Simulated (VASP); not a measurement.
Input of a VASP 6.6.1 run:

File INCAR:

```
SYSTEM = Mo3N4
  ALGO = Normal
  EDIFF = 1E-6
  ENCUT = 600
  GGA = PS
  GGA_COMPAT = .FALSE.
  ISIF = 2
  ISMEAR = 0
  LASPH = .TRUE.
  LCHARG = .TRUE.
  LELF = .TRUE.
  LREAL = .FALSE.
  LVHAR = .TRUE.
  LWAVE = .FALSE.
  NBANDS = 40
  NELM = 120
  PREC = Accurate
  SIGMA = 0.1
```

The input KPOINTS:

```
k-points
0
G
  8 8 8
  0 0 0
```

POSCAR

```
Mo3N4
1.0
    4.1644377373      0.0000000000      0.0000000000
    0.0000000000      4.1644377373      0.0000000000
    0.0000000000      0.0000000000      4.1644377373
Mo N
3 4
Direct
    0.5000000000      0.5000000000      0.0000000000
    0.0000000000      0.5000000000      0.5000000000
    0.5000000000      0.0000000000      0.5000000000
    0.5000000000      0.5000000000      0.5000000000
    0.5000000000      0.0000000000      0.0000000000
    0.0000000000      0.5000000000      0.0000000000
    0.0000000000      0.0000000000      0.5000000000
```

Potentials or basis: VASP PAW PBE potentials, release 64 (Mo_sv, N).

Command:

```console
$ cat potpaw_PBE.64/Mo_sv/POTCAR potpaw_PBE.64/N/POTCAR > POTCAR
$ mpirun -np 1 vasp_std > vasp.out
```

Q: Estimate the band gap on the k mesh.

A: Zero (bands 31 and 32 overlap by 1.96 eV).

Q: What does it give for the pressure?

A: 0.2 GPa.

Caveat: the PAW data sets were made with another functional, which shifts forces and pressure a little.
